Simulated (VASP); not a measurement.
CoSi, 8 atoms in the cell. It takes space group P2_13 (No. 198, cubic). Conventional cell: a = 4.371 Å, b = 4.371 Å, c = 4.371 Å, α = 90.00°, β = 90.00°, γ = 90.00°. Within 3.0 Å of Co (site symmetry 3) lie 7 Si at 2.29 to 2.39 Å and 6 Co at 2.69 Å. Si (site symmetry 3) has 7 Co at 2.29 to 2.39 Å and 6 Si at 2.70 Å within 3.0 Å. 

* Program: VASP 6.6.1
* Task: single point
* Functional: PBE
* Potentials or basis: VASP PAW PBE potentials, release 64 (Co, Si)
* Cutoff: 520 eV
* k mesh: 8 × 8 × 8
* Occupations: gaussian, width 0.05 eV
* Spin: no spin polarisation
* Dipole correction: no
* Further INCAR settings: ALGO = Normal; EDIFF = 1e-06; NBANDS = 36

Potentials or basis: VASP PAW PBE potentials, release 64 (Co, Si).

Command:

```bash
$ cat potpaw_PBE.64/Co/POTCAR potpaw_PBE.64/Si/POTCAR > POTCAR
$ mpirun -np 1 vasp_std > vasp.out
```

Hardware: 1 thread of Intel(R) Xeon(R) Platinum 8259CL CPU @ 2.50GHz (Skylake/Cascade Lake), with other jobs on the host.

Problem. How long does it take, and how much memory?

Solution. It took 2 min on 1 thread of Intel(R) Xeon(R) Platinum 8259CL CPU @ 2.50GHz (Skylake/Cascade Lake), with other jobs on the host, peak memory 0.26 GiB. Counts: scf iterations 15, k points 45.
